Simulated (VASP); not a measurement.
# CoO (Fm-3m) in VASP: a series of runs, part 2 of 2

VASP 6.6.1.

## (3) Single point, BLYP+D4, collinear spin, ferromagnetic start

This run uses another cell than the first one, of 9.57 Å³/atom, 0.988 times its volume.

INCAR

```
SYSTEM = CoO
AGGAC = 1.0
AGGAX = 1.0
ALDAC = 0.0
ALDAX = 1.0
ALGO = Normal
EDIFF = 1E-7
ENCUT = 520
GGA = B5
ISIF = 2
ISMEAR = -1
ISPIN = 2
IVDW = 13
LASPH = .TRUE.
LCHARG = .FALSE.
LMAXMIX = 4
LORBIT = 11
LREAL = .FALSE.
LWAVE = .FALSE.
MAGMOM = 2 0
NBANDS = 18
NELM = 150
PREC = Accurate
SIGMA = 0.05
VDW_A1 = 0.44488865
VDW_A2 = 4.0933009
VDW_S6 = 1.0
VDW_S8 = 2.34076671
```

KPOINTS

```
k-points
0
G
  11 11 11
  0 0 0
```

POSCAR

```
CoO
1.0
    0.0000000000      2.1232153841      2.1232153841
    2.1232153841      0.0000000000      2.1232153841
    2.1232153841      2.1232153841      0.0000000000
Co O
1 1
Direct
    0.0000000000      0.0000000000      0.0000000000
    0.5000000000      0.5000000000      0.5000000000
```

Potentials or basis: VASP PAW PBE potentials, release 64 (Co, O).

Launch:

```bash
$ cat potpaw_PBE.64/Co/POTCAR potpaw_PBE.64/O/POTCAR > POTCAR
$ mpirun -np 1 vasp_std > vasp.out
```

OUTCAR:

```text
SYSTEM = CoO
   EDIFF = 1E-7
   ENCUT = 520
   GGA = B5
   ISIF = 2
   ISMEAR = -1
   ISPIN = 2
   IVDW = 13
   LASPH = .TRUE.
   LORBIT = 11
   LREAL = .FALSE.
   NELM = 150
   PREC = Accurate

 ion  position               nearest neighbor table
   1  0.000  0.000  0.000-   2 2.12   2 2.12   2 2.12   2 2.12   2 2.12   2 2.12
   2  0.500  0.500  0.500-   1 2.12   1 2.12   1 2.12   1 2.12   1 2.12   1 2.12

  LATTYP: Found a face centered cubic cell.
 ALAT       =     4.2464307682

  Lattice vectors:

 A1 = (   0.0000000000,   2.1232153841,   2.1232153841)
 A2 = (   2.1232153841,   0.0000000000,   2.1232153841)
 A3 = (   2.1232153841,   2.1232153841,   0.0000000000)

Analysis of symmetry for initial positions (statically):
[... 25 lines left out ...]
The dynamic configuration has the point symmetry O_h .

Analysis of structural, dynamic, and magnetic symmetry:
=====================================================================
 Subroutine PRICEL returns:
[... 7 lines left out ...]
 out of a pool of 48 trial point group operations.

The overall configuration has the point symmetry O_h .

 Subroutine INISYM returns: Found 48 space group operations
[... 5 lines left out ...]
                                     Primitive cell

  volume of cell :      19.1431

  direct lattice vectors                    reciprocal lattice vectors
     0.000000000  2.123215384  2.123215384    -0.235491888  0.235491888  0.235491888
     2.123215384  0.000000000  2.123215384     0.235491888 -0.235491888  0.235491888
     2.123215384  2.123215384  0.000000000     0.235491888  0.235491888 -0.235491888

  length of vectors
     3.002679992  3.002679992  3.002679992     0.407883915  0.407883915  0.407883915

  position of ions in fractional coordinates (direct lattice)
     0.000000000  0.000000000  0.000000000
     0.500000000  0.500000000  0.500000000

  ion indices of the primitive-cell ions
   primitive index   ion index
                 1           1
                 2           2

----------------------------------------------------------------------------------------

 KPOINTS: k-points

Automatic generation of k-mesh.
 Grid dimensions read from file:
 generate k-points for:   11   11   11

 Generating k-lattice:

  Cartesian coordinates                     Fractional coordinates (reciprocal lattice)
    -0.021408353  0.021408353  0.021408353     0.090909091  0.000000000  0.000000000
     0.021408353 -0.021408353  0.021408353     0.000000000  0.090909091  0.000000000
     0.021408353  0.021408353 -0.021408353     0.000000000  0.000000000  0.090909091

  Length of vectors
     0.037080356  0.037080356  0.037080356

  Shift w.r.t. Gamma in fractional coordinates (k-lattice)
     0.000000000  0.000000000  0.000000000

 Subroutine IBZKPT returns following result:
 ===========================================

 Found     56 irreducible k-points:

 Following reciprocal coordinates:
            Coordinates               Weight
  0.000000  0.000000  0.000000      1.000000
  0.090909  0.000000  0.000000      8.000000
  0.181818  0.000000  0.000000      8.000000
  0.272727  0.000000  0.000000      8.000000
  0.363636  0.000000  0.000000      8.000000
  0.454545  0.000000  0.000000      8.000000
[... 16 lines left out ...]
 -0.272727  0.181818  0.000000     24.000000
 -0.181818  0.181818  0.000000     12.000000
 [... further k-points ...]
   k-points           NKPTS =     56   k-points in BZ     NKDIM =     56   number of bands    NBANDS=     18
   number of dos      NEDOS =    301   number of ions     NIONS =      2
   total plane-waves  NPLWV =  13824
   dimension x,y,z NGX =    24 NGY =   24 NGZ =   24
   dimension x,y,z NGXF=    48 NGYF=   48 NGZF=   48
   ions per type =               1   1
   NGX,Y,Z   is equivalent  to a cutoff of  13.29, 13.29, 13.29 a.u.
   NGXF,Y,Z  is equivalent  to a cutoff of  26.58, 26.58, 26.58 a.u.
 SYSTEM =  CoO
   PREC   = accura    normal or accurate (medium, high low for compatibility)
   ISTART =      0    job   : 0-new  1-cont  2-samecut
   ICHARG =      2    charge: 1-file 2-atom 10-const
   ISPIN  =      2    spin polarized calculation?
   LNONCOLLINEAR =      F non collinear calculations
   LSORBIT =      F    spin-orbit coupling
   LASPH  =      T    aspherical Exc in radial PAW
   ENCUT  =  520.0 eV  38.22 Ry    6.18 a.u.   5.58  5.58  5.58*2*pi/ulx,y,z
   NELM   =    150;   NELMIN=  2; NELMDL= -5     # of ELM steps
   EDIFF  = 0.1E-06   stopping-criterion for ELM
   LREAL  =      F    real-space projection
   EDIFFG = 0.1E-05   stopping-criterion for IOM
   NSW    =      0    number of steps for IOM
   IBRION =     -1    ionic relax: 0-MD 1-quasi-New 2-CG
   NFREE  =      0    steps in history (QN), initial steepest desc. (CG)
   ISIF   =      2    stress and relaxation
   ISYM   =      2    0-nonsym 1-usesym 2-fastsym
   POTIM  = 0.5000    time-step for ionic-motion
   TEBEG  =    0.0;   TEEND  =   0.0 temperature during run
   PSTRESS=    0.0 pullay stress
   NELECT =      15.0000    total number of electrons
   NUPDOWN=      -1.0000    fix difference up-down
   EMIN   =  10.00;   EMAX   =-10.00  energy-range for DOS
   EFERMI =   0.00;   METHOD = LEGACY
   ISMEAR =    -1;   SIGMA  =   0.05  broadening in eV -4-tet -1-fermi 0-gaus
   EFERMI_NEDOS =   21; number of points for ismear=-14 and -15
   IALGO  =     38    algorithm
   IMIX   =      4    mixing-type and parameters
     AMIX     =   0.40;   BMIX     =  1.00
     AMIX_MAG =   1.60;   BMIX_MAG =  1.00
  volume/ion in A,a.u.               =       9.57        64.59
  Fermi-wavevector in a.u.,A,eV,Ry     =   1.509273  2.852113 30.992788  2.277906
  Thomas-Fermi vector in A             =   2.619617
   LORBIT       =     11    0 simple, 1 ext, 2 COOP (PROOUT), +10 PAW based schemes
   GGA     = B5    functional components
   LHFCALC =     F    Hartree Fock is set to
   AEXX    =    0.0000 exact exchange contribution
   IVDW    =    13    specifies the selected vdW correction
   LEPSILON=     F    determine dielectric tensor
   LRPA    =     F    only Hartree local field effects (RPA)
 spin polarized calculation
  energy-cutoff  :      520.00
  volume of cell :       19.14
 maximum number of plane-waves:       532
   NGX = 11   NGY = 11   NGZ = 11

 number of electron      15.0000006 magnetization       2.7208327

 Free energy of the ion-electron system (eV)
  ---------------------------------------------------
  ext. energy  EPLUGINS =         0.00000000
  ---------------------------------------------------
  free energy    TOTEN  =       -12.11026472 eV

  energy without entropy =      -12.07125190  energy(sigma->0) =      -12.09075831

 E-fermi :   8.3342     XC(G=0): -11.8799

 val. band max:        8.3316567011   @ k =   0.4545   0.2727   0.0909
 cond. band min:       8.3372012120   @ k =   0.3636   0.1818   0.0000
 fundamental gap:      0.0055445109
 Fermi energy:         8.3341630949

 spin component 1

 k-point     1 :       0.0000    0.0000    0.0000
  band No.  band energies     occupation
      1     -11.7868      1.00000
      2       5.2046      1.00000
      3       5.2046      1.00000
      4       5.2046      1.00000
      5       5.3284      1.00000
      6       5.3284      1.00000
[... 481 lines left out ...]
      5       5.7908      1.00000
      6       5.8542      1.00000
[... 10 lines left out ...]
     17      36.5142      0.00000
     18      38.3744      0.00000

 [... further k-points ...]

 spin component 2

 k-point     1 :       0.0000    0.0000    0.0000
  band No.  band energies     occupation
      1     -11.3534      1.00000
      2       5.6876      1.00000
      3       5.6876      1.00000
      4       5.6876      1.00000
      5       7.2236      1.00000
      6       7.2237      1.00000
[... 481 lines left out ...]
      5       7.6212      1.00000
      6       8.0534      0.99637
[... 10 lines left out ...]
     17      37.0369      0.00000
     18      38.9121      0.00000

 [... further k-points ...]

------------------------ aborting loop because EDIFF is reached ----------------------------------------

  DFT-D4 for vdW energy calculation

  Edisp (eV):   -1.05961

  FORCE on cell =-STRESS in cart. coord.  units (eV):
  Direction    XX          YY          ZZ          XY          YZ          ZX
  --------------------------------------------------------------------------------------
  -------------------------------------------------------------------------------------
  Total      -0.06485    -0.06485    -0.06485     0.00000    -0.00000     0.00000
  in kB      -5.42798    -5.42798    -5.42798     0.00000    -0.00000     0.00000
  external pressure =       -5.43 kB  Pullay stress =        0.00 kB

 VOLUME and BASIS-vectors are now :
 -----------------------------------------------------------------------------
  energy-cutoff  :      520.00
  volume of cell :       19.14
      direct lattice vectors                 reciprocal lattice vectors
     0.000000000  2.123215384  2.123215384    -0.235491888  0.235491888  0.235491888
     2.123215384  0.000000000  2.123215384     0.235491888 -0.235491888  0.235491888
     2.123215384  2.123215384  0.000000000     0.235491888  0.235491888 -0.235491888

 POSITION                                       TOTAL-FORCE (eV/Angst)
 -----------------------------------------------------------------------------------
      0.00000      0.00000      0.00000         0.000000      0.000000      0.000000
      2.12322      2.12322      2.12322         0.000000      0.000000      0.000000
 -----------------------------------------------------------------------------------
    total drift:                                0.000000     -0.000000     -0.000000

  FREE ENERGIE OF THE ION-ELECTRON SYSTEM (eV)
  ---------------------------------------------------
  free  energy   TOTEN  =       -13.1698795636 eV

  energy  without entropy=      -13.1308667465  energy(sigma->0) =      -13.15037316

 total charge

# of ion       s       p       d       tot
------------------------------------------
    1        0.289   0.352   7.192   7.833
    2        1.550   3.444   0.000   4.994
--------------------------------------------------
tot          1.839   3.796   7.192  12.828

 magnetization (x)

# of ion       s       p       d       tot
------------------------------------------
    1        0.019   0.016   2.380   2.414
    2        0.028   0.231   0.000   0.259
--------------------------------------------------
tot          0.047   0.247   2.380   2.673
```

Run time: 26 s. Hardware: 1 thread of Intel Xeon 6975P-C (Granite Rapids), shared host; peak memory 0.17 GiB.

What came out:

```yaml
Free_energy: -13.1699 eV
Pressure: -0.5 GPa
Net_moment: 2.72 μB per cell
Site_moments: Co +2.41; O +0.26 μB
Valence_electrons_inside_the_program's_atomic_spheres: Co 7.83; O 4.99
Dispersion_energy_per_atom: -0.530 eV
```

Caveat: the PAW data sets were made with another functional, which shifts forces and pressure a little; a cell with one magnetic atom can't hold antiferromagnetic order, which such compounds often take; semilocal functionals often make such compounds metallic where correlation or magnetic order opens a gap, which also shifts bond lengths; pairwise dispersion overbinds metals, which lowers pressure and volume. With open d or f shells a metallic result of BLYP can be an artefact of self-interaction; +U or a hybrid may open a gap.

## (4) Single point, PBE, collinear spin, ferromagnetic start

INCAR

```
ALGO = Normal ; EDIFF = 1E-7
ENCUT = 520 ; GGA = PE
ISIF = 2 ; ISMEAR = 0
ISPIN = 2 ; LASPH = T
LCHARG = T ; LELF = T
LMAXMIX = 4 ; LORBIT = 11
LREAL = F ; LVHAR = T
LWAVE = F ; MAGMOM = 2 0
NBANDS = 18 ; NELM = 150
PREC = Accurate ; SIGMA = 0.022
```

KPOINTS

```
k-points
0
Gamma
  11 11 11
```

POSCAR

```
CoO
1.0
    0.0000000000      2.1315000000      2.1315000000
    2.1315000000      0.0000000000      2.1315000000
    2.1315000000      2.1315000000      0.0000000000
Co O
1 1
Direct
    0.0000000000      0.0000000000      0.0000000000
    0.5000000000      0.5000000000      0.5000000000
```

Launch:

```bash
$ cat potpaw_PBE.64/Co/POTCAR potpaw_PBE.64/O/POTCAR > POTCAR
$ mpirun -np 1 vasp_std > vasp.out
```

Run time: 22 s. Hardware: 1 thread of Intel Xeon 6975P-C (Granite Rapids), shared host; peak memory 0.16 GiB.

The run converged. Its results:

```yaml
Free_energy: -13.0457 eV
Pressure: -2.4 GPa
Net_moment: 2.93 μB per cell
Site_moments: Co +2.57; O +0.31 μB
Valence_electrons_inside_the_program's_atomic_spheres: Co 7.79; O 4.98
```

Levels at points of the mesh, in eV from the Fermi level:
Spin up:
```csv
k point,band 5,band 6,band 7,band 8,band 9,band 10,band 11,band 12,band 13,band 14
"(0.00, 0.00, 0.00)",-3.12,-3.12,-3.09,-3.09,-3.09,0.98,16.84,18.11,18.11,18.11
```
Spin down:
```
           k point  band 4  band 5  band 6  band 7  band 8  band 9
(0.00, 0.00, 0.00)   -2.55   -1.10   -1.10   -1.10    0.05    0.06
```

Caveat: a cell with one magnetic atom can't hold antiferromagnetic order, which such compounds often take; semilocal functionals often make such compounds metallic where correlation or magnetic order opens a gap, which also shifts bond lengths.

## (5) The runs side by side

```tsv
level	cell	smearing	gap on the mesh (eV)	pressure (GPa)	moment (μB)
PBE	a = 3.014 Å, angles 60.0°, 2 atoms	fermi-dirac 0.05 eV	none	-2.4	2.90
BLYP+D4	a = 3.003 Å, angles 60.0°, 2 atoms	fermi-dirac 0.05 eV	none	-0.5	2.72
PBE	a = 3.014 Å, angles 60.0°, 2 atoms	gaussian 0.022 eV	none	-2.4	2.93
```

Alike in all rows: task single point; potentials or basis VASP PAW PBE potentials, release 64 (Co, O); spin collinear, ferromagnetic start; k mesh 11 × 11 × 11; cutoff (eV) 520.

Caveats: a cell with one magnetic atom can't hold antiferromagnetic order, which such compounds often take; semilocal functionals often make such compounds metallic where correlation or magnetic order opens a gap, which also shifts bond lengths; the PAW data sets were made with another functional, which shifts forces and pressure a little (some runs); pairwise dispersion overbinds metals, which lowers pressure and volume (some runs).

Total energies depend on the potentials used, so only differences within one code and one set of settings carry meaning.
